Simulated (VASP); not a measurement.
# NbIn26As27 (a cell with a defect) in VASP: single point with PBE

Aim: the single point of NbIn26As27 (a cell with a defect) with PBE.

Everything below comes from runs of VASP 6.6.1. Logs are shortened: lines on timing, memory, paths and dates and some standing lists are left out, and cuts for length are marked.

## Step 1: The cell of the first run

The cell holds a defect, 54 atoms: a = 12.804 Å, b = 12.804 Å, c = 12.804 Å, α = 60.00°, β = 60.00°, γ = 60.00°.

## Step 2: Single point, PBE, collinear spin

INCAR

```
SYSTEM = NbIn26As27
ALGO     = Normal         ! electronic algorithm
EDIFF    = 1E-6           ! SCF threshold, eV
ENCUT    = 400            ! plane-wave cutoff, eV
GGA      = PE             ! functional
GGA_COMPAT= .False.      
ISIF     = 2              ! what is computed and relaxed
ISMEAR   = 0              ! smearing method
ISPIN    = 2              ! spin polarisation
LASPH    = .True.         ! aspherical terms in the spheres
LCHARG   = .False.        ! write CHGCAR
LMAXMIX  = 4              ! l up to which the mixer works
LORBIT   = 11             ! projections on sites
LREAL    = Auto         
LWAVE    = .False.        ! write WAVECAR
MAGMOM   = 0.2 0 0 0 0 0 0 0 0 0 0 0 0 0 0 0 0 0 0 0 0 0 0 0 0 0 0 0.2 0 0.2 0 0 0 0.2 0 0 0 0 0 0 0 0 0 0 0 0.2 0 0 0 0 0 0 0 0 ! initial moments
NBANDS   = 280            ! bands
NELECT   = 485.0        
NELM     = 200            ! most SCF steps
PREC     = Accurate       ! precision mode
SIGMA    = 0.05           ! smearing width, eV
```

KPOINTS

```
k-points
0
Gamma
  1 1 1
  0 0 0
```

POSCAR

```
NbIn26As27
1.0
    0.0000000000      9.0540000000      9.0540000000
    9.0540000000      0.0000000000      9.0540000000
    9.0540000000      9.0540000000      0.0000000000
Nb In As
1 26 27
Direct
    0.0001318735     -0.0001954342      0.0002542525
   -0.0019951749     -0.0017325505      0.3359743749
   -0.0020453785     -0.0018548551      0.6676595635
   -0.0019000411      0.3362630232     -0.0021059909
   -0.0001939607      0.3334751556      0.3333222239
   -0.0020725612      0.3366034432      0.6674614268
   -0.0018674392      0.6676766481     -0.0020465356
   -0.0019083445      0.6680135610      0.3356832712
   -0.0011203317      0.6673725738      0.6665837261
    0.3362514459     -0.0018988661     -0.0018822643
    0.3333329038     -0.0001135001      0.3334215019
    0.3358337106     -0.0018226054      0.6679872202
    0.3334363109      0.3333857148     -0.0002046539
    0.3333133694      0.3334795163      0.3333957799
    0.3349704025      0.3351363425      0.6649330979
    0.3362932315      0.6676437225     -0.0019687616
    0.3350194371      0.6650400025      0.3349912479
    0.3349315363      0.6651103459      0.6650108417
    0.6678492371     -0.0018582813     -0.0018422162
    0.6674162505     -0.0018693885      0.3365398330
    0.6669128040     -0.0010191790      0.6671439370
    0.6677673044      0.3363074330     -0.0020428137
    0.6649838349      0.3350975776      0.3348712379
    0.6649318088      0.3351558394      0.6648967896
    0.6669911052      0.6672624235     -0.0011535993
    0.6649088971      0.6650549627      0.3349762119
    0.6669780832      0.6673587555      0.6668298576
    0.0785513064      0.0786284618      0.0782760154
    0.0827329225      0.0828755991      0.4171915898
    0.0779207558      0.0787218935      0.7650214234
    0.0828403032      0.4171745236      0.0827159124
    0.0827277914      0.4174437870      0.4170190263
    0.0852361523      0.4166983486      0.7489386032
    0.0787418396      0.7644895234      0.0780704600
    0.0852881605      0.7493777792      0.4160289208
    0.0852071004      0.7492670886      0.7489989948
    0.4173634526      0.0827966964      0.0828466267
    0.4169060539      0.0828714977      0.4174762177
    0.4162763662      0.0854211496      0.7492157802
    0.4173207217      0.4171113904      0.0827950744
    0.4164102694      0.4164669375      0.4163600012
    0.4163599279      0.4165254444      0.7507299037
    0.4164173048      0.7492173692      0.0852534680
    0.4163468573      0.7508351425      0.4164347031
    0.4163778795      0.7492899949      0.7491050456
    0.7648687688      0.0784864161      0.0787076520
    0.7490722873      0.0853860502      0.4165256108
    0.7490477067      0.0854388584      0.7492482744
    0.7491787503      0.4166242884      0.0851369085
    0.7507364819      0.4164759369      0.4163267008
    0.7490293087      0.4166559913      0.7490330768
    0.7492158340      0.7492586217      0.0852429976
    0.7491635471      0.7492664022      0.4162413599
    0.7499836022      0.7501276273      0.7499360020
```

Potentials or basis: VASP PAW PBE potentials, release 64 (Nb_sv, In_d, As).

Started as:

```
> cat potpaw_PBE.64/Nb_sv/POTCAR potpaw_PBE.64/In_d/POTCAR potpaw_PBE.64/As/POTCAR > POTCAR
> mpirun -np 1 vasp_gam > vasp.out
```

OUTCAR:

```text
SYSTEM = NbIn26As27
   EDIFF = 1E-6
   ENCUT = 400
   GGA = PE
   ISIF = 2
   ISMEAR = 0
   ISPIN = 2
   LASPH = .True.
   LORBIT = 11
   LREAL = Auto
   NELECT = 485.0
   NELM = 200
   PREC = Accurate

 ion  position               nearest neighbor table
   1  0.000  1.000  0.000-  30 2.46  46 2.46  28 2.46  34 2.46
   2  0.998  0.998  0.336-  35 2.60  47 2.60  29 2.62  28 2.70
   3  0.998  0.998  0.668-  36 2.60  48 2.60  29 2.62  30 2.70
   4  0.998  0.336  0.998-  49 2.60  33 2.60  31 2.62  28 2.70
   5  1.000  0.333  0.333-  50 2.60  32 2.62  29 2.62  31 2.62
   6  0.998  0.337  0.667-  33 2.60  51 2.60  32 2.62  30 2.70
[... 46 lines left out ...]
  53  0.749  0.749  0.416-  20 2.60   8 2.60  26 2.61  27 2.62
  54  0.750  0.750  0.750-  21 2.60  27 2.60   9 2.60  25 2.60

  LATTYP: Found a face centered cubic cell.
 ALAT       =    18.1080000000

  Lattice vectors:

 A1 = (   0.0000000000,   9.0540000000,   9.0540000000)
 A2 = (   9.0540000000,   0.0000000000,   9.0540000000)
 A3 = (   9.0540000000,   9.0540000000,   0.0000000000)

Analysis of symmetry for initial positions (statically):
=====================================================================
 Subroutine PRICEL returns:
 Original cell was already a primitive cell.

 Routine SETGRP: Setting up the symmetry group for a
 face centered cubic supercell.

 Subroutine GETGRP returns: Found  1 space group operations
 (whereof  1 operations were pure point group operations)
 out of a pool of 48 trial point group operations.

The static configuration has the point symmetry C_1 .

Analysis of symmetry for dynamics (positions and initial velocities):
=====================================================================
 Subroutine PRICEL returns:
 Original cell was already a primitive cell.

 Routine SETGRP: Setting up the symmetry group for a
 face centered cubic supercell.

 Subroutine GETGRP returns: Found  1 space group operations
 (whereof  1 operations were pure point group operations)
 out of a pool of 48 trial point group operations.

The dynamic configuration has the point symmetry C_1 .

Analysis of structural, dynamic, and magnetic symmetry:
=====================================================================
 Subroutine PRICEL returns:
 Original cell was already a primitive cell.

 Routine SETGRP: Setting up the symmetry group for a
 face centered cubic supercell.

[... 226 lines left out ...]
  ---------------------------------------------------
  ext. energy  EPLUGINS =         0.00000000
  ---------------------------------------------------
  free energy    TOTEN  =      -207.46043951 eV

  energy without entropy =     -207.40771816  energy(sigma->0) =     -207.43407884

 E-fermi :   4.5797     XC(G=0):  -9.0581

 val. band max:        4.5600839737   @ k =   0.0000   0.0000   0.0000
 cond. band min:       4.9867965772   @ k =   0.0000   0.0000   0.0000
 fundamental gap:      0.4267126035
 Fermi energy:         4.5797007039

 spin component 1

 k-point     1 :       0.0000    0.0000    0.0000
  band No.  band energies     occupation
      1     -50.6682      1.00000
      2     -26.7937      1.00000
      3     -26.7936      1.00000
      4     -26.7932      1.00000
      5     -10.0117      1.00000
      6     -10.0106      1.00000
[... 246 lines left out ...]
    253       6.1033      0.00000
    254       6.2942      0.00000
 Fermi energy:         4.5797007039

 spin component 2

 k-point     1 :       0.0000    0.0000    0.0000
  band No.  band energies     occupation
      1     -50.6683      1.00000
      2     -26.7938      1.00000
      3     -26.7936      1.00000
      4     -26.7933      1.00000
      5     -10.0117      1.00000
      6     -10.0106      1.00000
[... 246 lines left out ...]
    253       6.1033      0.00000
    254       6.2942      0.00000
 [bands above 254 left out]

------------------------ aborting loop because EDIFF is reached ----------------------------------------

  FORCE on cell =-STRESS in cart. coord.  units (eV):
  Direction    XX          YY          ZZ          XY          YZ          ZX
  --------------------------------------------------------------------------------------
  -------------------------------------------------------------------------------------
  Total       42.2110634     42.2356611     42.2345279     -0.0032092      0.0011136     -0.0030242
  in kB       45.5601777     45.5867270     45.5855039     -0.0034638      0.0012020     -0.0032641
  external PRESSURE =      45.5774696 kB  Pullay stress =       0.0000000 kB

 VOLUME and BASIS-vectors are now :
 -----------------------------------------------------------------------------
  energy-cutoff  :      400.00
  volume of cell :     1484.40
      direct lattice vectors                 reciprocal lattice vectors
     0.000000000  9.054000000  9.054000000    -0.055224210  0.055224210  0.055224210
     9.054000000  0.000000000  9.054000000     0.055224210 -0.055224210  0.055224210
     9.054000000  9.054000000  0.000000000     0.055224210  0.055224210 -0.055224210

 POSITION                                       TOTAL-FORCE (eV/Angst)
 -----------------------------------------------------------------------------------
      9.05453      0.00350      9.05342         0.001211     -0.017588      0.003356
     12.08023     12.07785     18.07425         0.007516      0.006471      0.026783
     15.08220     15.08047     18.07269         0.001660     -0.000100      0.029096
     12.07946     18.07173     12.08132         0.005769      0.021117      0.007439
      6.03718     12.07014     12.07153        -0.022424      0.021539      0.021464
      9.09080     15.07843     12.08284        -0.028642      0.000835     -0.002029
[... 46 lines left out ...]
     10.55251     10.55158     13.56678         0.007738      0.005263      0.000442
     13.58158     13.58027     13.58201        -0.001244      0.001128     -0.002098
 -----------------------------------------------------------------------------------
    total drift:                                0.001380      0.007358     -0.001398

  FREE ENERGIE OF THE ION-ELECTRON SYSTEM (eV)
  ---------------------------------------------------
  free  energy   TOTEN  =      -207.4604395099 eV

  energy  without entropy=     -207.4077181603  energy(sigma->0) =     -207.43407884

 total charge

# of ion       s       p       d       tot
------------------------------------------
    1        2.192   5.984   2.533  10.709
    2        0.834   0.721   9.889  11.444
    3        0.834   0.720   9.889  11.443
    4        0.834   0.721   9.889  11.444
    5        0.824   0.749   9.892  11.465
    6        0.834   0.720   9.889  11.444
[... 46 lines left out ...]
   53        1.204   1.616   0.020   2.841
   54        1.201   1.628   0.020   2.849
--------------------------------------------------
tot         56.317  68.750 260.245 385.312

 magnetization (x)

# of ion       s       p       d       tot
------------------------------------------
    1       -0.000  -0.000  -0.000  -0.000
    2        0.000   0.000   0.000   0.000
    3        0.000   0.000   0.000   0.000
    4        0.000   0.000   0.000   0.000
    5        0.000   0.000   0.000   0.000
    6        0.000   0.000   0.000   0.000
[... 46 lines left out ...]
   53        0.000   0.000  -0.000   0.000
   54        0.000   0.000  -0.000   0.000
--------------------------------------------------
tot          0.000   0.000  -0.000   0.000
```

Run time: 70 min. Hardware: 1 thread of Intel Xeon 8259CL, shared host; peak memory 1.5 GiB.

Results:

| Quantity | Value |
| --- | --- |
| Free energy | -207.4604 eV |
| Largest force | 0.039 eV/Å |
| Net moment | 0.00 μB per cell |
| Valence electrons inside the program's atomic spheres | Nb 10.71; In 11.44, 11.46, 11.48 (each value once); As 2.85, 2.83, 2.84 (each value once) |

Forces in eV/Å, atoms in the order of the input:
```
Nb   0.001 -0.018  0.003
In   0.008  0.006  0.027
In   0.002  0.000  0.029
In   0.006  0.021  0.007
In  -0.022  0.022  0.021
In  -0.029  0.001 -0.002
In  -0.010  0.021 -0.008
In  -0.026  0.009 -0.009
In  -0.007  0.013  0.004
In   0.028  0.006  0.007
In   0.024 -0.021  0.022
In   0.001 -0.031  0.001
In   0.022  0.023 -0.021
In  -0.023 -0.022 -0.023
In   0.001 -0.001 -0.018
In  -0.010  0.010 -0.023
In  -0.001 -0.018  0.000
In   0.016  0.000 -0.001
In   0.030  0.001  0.001
In   0.002 -0.030 -0.001
In   0.012 -0.007  0.010
In   0.001  0.000 -0.026
In  -0.017  0.000  0.001
In   0.001  0.019  0.000
In   0.005  0.010 -0.007
In  -0.001  0.001  0.018
In  -0.011 -0.004 -0.012
As  -0.004  0.000 -0.003
As  -0.003 -0.003 -0.010
As  -0.001  0.008 -0.004
As   0.001 -0.008  0.002
As   0.007 -0.003  0.003
As   0.010 -0.007  0.002
As   0.011 -0.001  0.002
As   0.006  0.002 -0.007
As   0.001 -0.005 -0.007
As  -0.010 -0.004 -0.002
As  -0.003  0.008  0.004
As  -0.007  0.008  0.000
As   0.005 -0.005  0.009
As   0.012  0.010  0.013
As  -0.010 -0.011  0.011
As  -0.006  0.000  0.005
As  -0.010  0.011 -0.013
As   0.001  0.006  0.004
As  -0.012 -0.001  0.001
As   0.000  0.007 -0.008
As  -0.008 -0.003 -0.008
As   0.001 -0.007  0.007
As   0.010 -0.014 -0.009
As   0.009 -0.002  0.009
As  -0.009 -0.006  0.000
As   0.008  0.005  0.000
As  -0.001  0.001 -0.002
```

Levels at points of the mesh, in eV from the Fermi level:
Spin up:
| k point | band 239 | band 240 | band 241 | band 242 | band 243 | band 244 | band 245 | band 246 | band 247 | band 248 |
| --- | --- | --- | --- | --- | --- | --- | --- | --- | --- | --- |
| (0.00, 0.00, 0.00) | -0.68 | -0.05 | -0.05 | -0.05 | -0.02 | 0.41 | 0.41 | 1.16 | 1.16 | 1.16 |
Spin down:
| k point | band 239 | band 240 | band 241 | band 242 | band 243 | band 244 | band 245 | band 246 | band 247 | band 248 |
| --- | --- | --- | --- | --- | --- | --- | --- | --- | --- | --- |
| (0.00, 0.00, 0.00) | -0.68 | -0.05 | -0.05 | -0.05 | -0.02 | 0.41 | 0.41 | 1.16 | 1.16 | 1.16 |

Caveat: the k points lie up to 0.60 Å⁻¹ apart; the cell carries a net charge on a neutralising background, which shifts energy and pressure; the cell is charged against a uniform background, so pressure and absolute levels hang on convention; spin-orbit coupling is left out, which moves the levels of the heavy elements.
